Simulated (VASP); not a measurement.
# MgS (Fm-3m) in VASP: single point with PBEsol

Aim: the single point of MgS with PBEsol.

All numbers are computed with VASP 6.6.1; they aren't measurements. Logs are shortened: lines on timing, memory, paths and dates and some standing lists are left out, and cuts for length are marked.

### Step 1. The cell of the first run

It takes space group Fm-3m (No. 225, cubic). The conventional cell has a = 5.182 Å, b = 5.182 Å, c = 5.182 Å, α = 90.00°, β = 90.00°, γ = 90.00°. Within 3.4 Å of Mg (site symmetry m-3m) lie 6 S at 2.59 Å. Within 3.4 Å of S (site symmetry m-3m) lie 6 Mg at 2.59 Å.

### Step 2. Single point, PBEsol

Contents of INCAR:

```
SYSTEM = MgS
ALGO = Normal ; EDIFF = 1E-6
ENCUT = 600 ; GGA = PS
GGA_COMPAT = .False. ; ISIF = 2
ISMEAR = 0 ; LASPH = .True.
LCHARG = .True. ; LELF = .True.
LREAL = .False. ; LVHAR = .True.
LWAVE = .False. ; NBANDS = 11
NELM = 120 ; PREC = Accurate
SIGMA = 0.02
```

Contents of KPOINTS:

```
k-points
0
Gamma
  8 8 8
  0 0 0
```

Contents of POSCAR:

```
MgS
1.0
    0.0000000000      2.5908700919      2.5908700919
    2.5908700919      0.0000000000      2.5908700919
    2.5908700919      2.5908700919      0.0000000000
Mg S
1 1
Direct
    0.0000000000      0.0000000000      0.0000000000
    0.5000000000      0.5000000000      0.5000000000
```

Potentials or basis: VASP PAW PBE potentials, release 64 (Mg, S).

On the command line:

```console
$ cat potpaw_PBE.64/Mg/POTCAR potpaw_PBE.64/S/POTCAR > POTCAR
$ mpirun -np 1 vasp_std > vasp.out
```

OUTCAR:

```text
SYSTEM = MgS
   EDIFF = 1E-6
   ENCUT = 600
   GGA = PS
   ISIF = 2
   ISMEAR = 0
   LASPH = .True.
   LREAL = .False.
   NELM = 120
   PREC = Accurate

 ion  position               nearest neighbor table
   1  0.000  0.000  0.000-   2 2.59   2 2.59   2 2.59   2 2.59   2 2.59   2 2.59
   2  0.500  0.500  0.500-   1 2.59   1 2.59   1 2.59   1 2.59   1 2.59   1 2.59

  LATTYP: Found a face centered cubic cell.
 ALAT       =     5.1817401838

  Lattice vectors:

 A1 = (   0.0000000000,   2.5908700919,   2.5908700919)
 A2 = (   2.5908700919,   0.0000000000,   2.5908700919)
 A3 = (   2.5908700919,   2.5908700919,   0.0000000000)

Analysis of symmetry for initial positions (statically):
=====================================================================
 Subroutine PRICEL returns:
 Original cell was already a primitive cell.

 Routine SETGRP: Setting up the symmetry group for a
 face centered cubic supercell.

 Subroutine GETGRP returns: Found 48 space group operations
 (whereof 48 operations were pure point group operations)
 out of a pool of 48 trial point group operations.

The static configuration has the point symmetry O_h .

Analysis of symmetry for dynamics (positions and initial velocities):
=====================================================================
 Subroutine PRICEL returns:
 Original cell was already a primitive cell.

 Routine SETGRP: Setting up the symmetry group for a
 face centered cubic supercell.

 Subroutine GETGRP returns: Found 48 space group operations
 (whereof 48 operations were pure point group operations)
 out of a pool of 48 trial point group operations.

The dynamic configuration has the point symmetry O_h .

 Subroutine INISYM returns: Found 48 space group operations
 (whereof 48 operations are pure point group operations),
 and found     1 'primitive' translations

----------------------------------------------------------------------------------------

                                     Primitive cell

  volume of cell :      34.7830

  direct lattice vectors                    reciprocal lattice vectors
     0.000000000  2.590870092  2.590870092    -0.192985361  0.192985361  0.192985361
     2.590870092  0.000000000  2.590870092     0.192985361 -0.192985361  0.192985361
     2.590870092  2.590870092  0.000000000     0.192985361  0.192985361 -0.192985361

  length of vectors
     3.664043622  3.664043622  3.664043622     0.334260450  0.334260450  0.334260450

[... 80 lines left out ...]
   EDIFF  = 0.1E-05   stopping-criterion for ELM
   LREAL  =      F    real-space projection
[... 7 lines left out ...]
   TEBEG  =    0.0;   TEEND  =   0.0 temperature during run
   PSTRESS=    0.0 pullay stress
   NELECT =       8.0000    total number of electrons
   NUPDOWN=      -1.0000    fix difference up-down
   EMIN   =  10.00;   EMAX   =-10.00  energy-range for DOS
   EFERMI =   0.00;   METHOD = LEGACY
   ISMEAR =     0;   SIGMA  =   0.02  broadening in eV -4-tet -1-fermi 0-gaus
   EFERMI_NEDOS =   21; number of points for ismear=-14 and -15
   IALGO  =     38    algorithm
   IMIX   =      4    mixing-type and parameters
     AMIX     =   0.40;   BMIX     =  1.00
     AMIX_MAG =   1.60;   BMIX_MAG =  1.00
  volume/ion in A,a.u.               =      17.39       117.36
  Fermi-wavevector in a.u.,A,eV,Ry     =   1.003034  1.895460 13.688524  1.006078
  Thomas-Fermi vector in A             =   2.135560
   LORBIT       =      0    0 simple, 1 ext, 2 COOP (PROOUT), +10 PAW based schemes
   GGA     = PS    functional components
   LHFCALC =     F    Hartree Fock is set to
   AEXX    =    0.0000 exact exchange contribution
   IVDW    =     0    specifies the selected vdW correction
   LEPSILON=     F    determine dielectric tensor
   LRPA    =     F    only Hartree local field effects (RPA)
 non-spin polarized calculation
 Gauss-broadening in eV      SIGMA  =   0.02
  energy-cutoff  :      600.00
  volume of cell :       34.78
 maximum number of plane-waves:      1211
 NGX is ok and might be reduce to    30
   NGX = 15   NGY = 15   NGZ = 15

 number of electron       8.0000000 magnetization

 Free energy of the ion-electron system (eV)
  ---------------------------------------------------
  ext. energy  EPLUGINS =         0.00000000
  ---------------------------------------------------
  free energy    TOTEN  =        -9.07550848 eV

  energy without entropy =       -9.07550848  energy(sigma->0) =       -9.07550848

 E-fermi :   3.9560     XC(G=0):  -9.8883

 val. band max:        3.7874018792   @ k =   0.0000   0.0000   0.0000
 cond. band min:       6.5170697466   @ k =   0.5000   0.5000   0.0000
 fundamental gap:      2.7296678674
 Fermi energy:         3.9559544453

 k-point     1 :       0.0000    0.0000    0.0000
  band No.  band energies     occupation
      1      -8.9678      2.00000
      2       3.7874      2.00000
      3       3.7874      2.00000
      4       3.7874      2.00000
      5       7.4783      0.00000
      6      11.6330      0.00000
      7      11.6330      0.00000
      8      11.6330      0.00000
      9      14.1119      0.00000
     10      14.1119      0.00000
     11      16.1128      0.00000
[... 309 lines left out ...]
 k-point    24 :      -0.3750    0.2500    0.1250
  band No.  band energies     occupation
      1      -7.4050      2.00000
      2      -0.6400      2.00000
      3       1.5721      2.00000
      4       2.5949      2.00000
      5       9.3198      0.00000
      6       9.8023      0.00000
      7      12.1728      0.00000
      8      13.1784      0.00000
      9      16.0031      0.00000
     10      17.1076      0.00000
     11      19.2813      0.00000

 [... further k-points ...]

------------------------ aborting loop because EDIFF is reached ----------------------------------------

  FORCE on cell =-STRESS in cart. coord.  units (eV):
  Direction    XX          YY          ZZ          XY          YZ          ZX
  --------------------------------------------------------------------------------------
  -------------------------------------------------------------------------------------
  Total       -0.0389145     -0.0389145     -0.0389145      0.0000000      0.0000000     -0.0000000
  in kB       -1.7924824     -1.7924824     -1.7924824      0.0000000      0.0000000     -0.0000000
  external PRESSURE =      -1.7924824 kB  Pullay stress =       0.0000000 kB

 VOLUME and BASIS-vectors are now :
 -----------------------------------------------------------------------------
  energy-cutoff  :      600.00
  volume of cell :       34.78
      direct lattice vectors                 reciprocal lattice vectors
     0.000000000  2.590870092  2.590870092    -0.192985361  0.192985361  0.192985361
     2.590870092  0.000000000  2.590870092     0.192985361 -0.192985361  0.192985361
     2.590870092  2.590870092  0.000000000     0.192985361  0.192985361 -0.192985361

 POSITION                                       TOTAL-FORCE (eV/Angst)
 -----------------------------------------------------------------------------------
      0.00000      0.00000      0.00000        -0.000000      0.000000      0.000000
      2.59087      2.59087      2.59087         0.000000     -0.000000      0.000000
 -----------------------------------------------------------------------------------
    total drift:                               -0.000000     -0.000000      0.000000

  FREE ENERGIE OF THE ION-ELECTRON SYSTEM (eV)
  ---------------------------------------------------
  free  energy   TOTEN  =        -9.0755084799 eV

  energy  without entropy=       -9.0755084799  energy(sigma->0) =       -9.07550848
```

It took 24 s on 1 thread of AMD EPYC 7R43 (Zen 3), shared host; peak memory 0.14 GiB.

Results:

```
Free energy            : -9.0755 eV
Pressure               : -0.2 GPa
Band gap on the k mesh : 2.73 eV (least direct gap 3.69 eV)
```

Caveat: the PAW data sets were made with another functional, which shifts forces and pressure a little. A k mesh can miss the band edges.
